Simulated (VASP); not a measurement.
A run of VASP 6.6.1 is set up as follows.

Contents of INCAR:

```
ALGO     = Fast           # electronic algorithm
EDIFF    = 1E-6           # SCF threshold, eV
ENCUT    = 520            # plane-wave cutoff, eV
ISIF     = 2              # what is computed and relaxed
ISMEAR   = -1             # smearing method
LASPH    = True           # aspherical terms in the spheres
LCHARG   = False          # write CHGCAR
LREAL    = False          # projectors in reciprocal space
LWAVE    = False          # write WAVECAR
NBANDS   = 14             # bands
NELM     = 80             # most SCF steps
PREC     = Accurate       # precision mode
SIGMA    = 0.05           # smearing width, eV
```

Contents of KPOINTS:

```
k-points
0
Gamma
  8 8 5
```

POSCAR

```
Na
1.0
    3.8165714742      0.0000000000      0.0000000000
   -1.9082857371      3.3052478521      0.0000000000
    0.0000000000      0.0000000000      6.2349829711
Na
2
Direct
    0.6666666667      0.3333333333      0.7500000000
    0.3333333333      0.6666666667      0.2500000000
```

Potentials or basis: VASP PAW LDA potentials, release 64 (Na_pv).

Launch:

```console
$ cat potpaw_LDA.64/Na_pv/POTCAR > POTCAR
$ mpirun -np 1 vasp_std > vasp.out
```

Q: What does it give for the pressure?

A: -1.1 GPa.

Q: Estimate the band gap on the k mesh.

A: Zero (band 7 reaches 1.43 eV, above the bottom of band 8 at -1.74 eV).

Stress tensor (GPa, compression positive):
```
-1.05  0.00  0.00
 0.00 -1.05  0.00
 0.00  0.00 -1.28
```
